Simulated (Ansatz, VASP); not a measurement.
**NaTa3O2 in VASP and in Ansatz**

```
CELL_PARAMETERS angstrom
4.92733 -1.59708 0.01948
4.92733 1.59708 0.01948
-1.36114 0.00000 5.39639
ATOMIC_POSITIONS crystal
Na 0.50000 0.50000 0.50000
Ta 0.00000 0.00000 0.00000
Ta 0.26275 0.26275 0.79357
Ta 0.73725 0.73725 0.20643
O 0.14512 0.14512 0.37667
O 0.85488 0.85488 0.62333
```

Alike in both runs: task single point; functional PBE; k mesh 10 × 10 × 6; occupations gaussian, width 0.1 eV; no spin polarisation.

```csv
,VASP,Ansatz
version,VASP 6.6.1,Ansatz 0.2.0
potentials or method,"VASP PAW PBE potentials, release 64 (Na_pv, Ta_pv, O), cutoff 520 eV","scalar-relativistic, plane waves, PAW"
valence electrons in the cell,52,60
```

VASP gave:

```
gap on the k mesh at the Fermi level (eV)                     : none
pressure (GPa)                                                : 0.2
traceless stress, the component that is largest in VASP (GPa) : -0.08
rms of the force components (eV/Å)                            : 0.023
```

Estimate Ansatz's values.

gap on the k mesh at the Fermi level (eV): none; pressure (GPa): 0.0; traceless stress, the component that is largest in VASP (GPa): -0.01; rms of the force components (eV/Å): 0.000.

Atom by atom the forces differ by 0.023 eV/Å (rms over components). A gap of «none» marks a metal or a gap that the smearing closes. With one functional, cell and mesh, what is left measures potentials, basis and numerics. VASP's potentials hold 52 valence electrons a cell and Ansatz's 60, so a difference there can come from the potentials and not from the codes.

Spin-orbit coupling is off throughout.
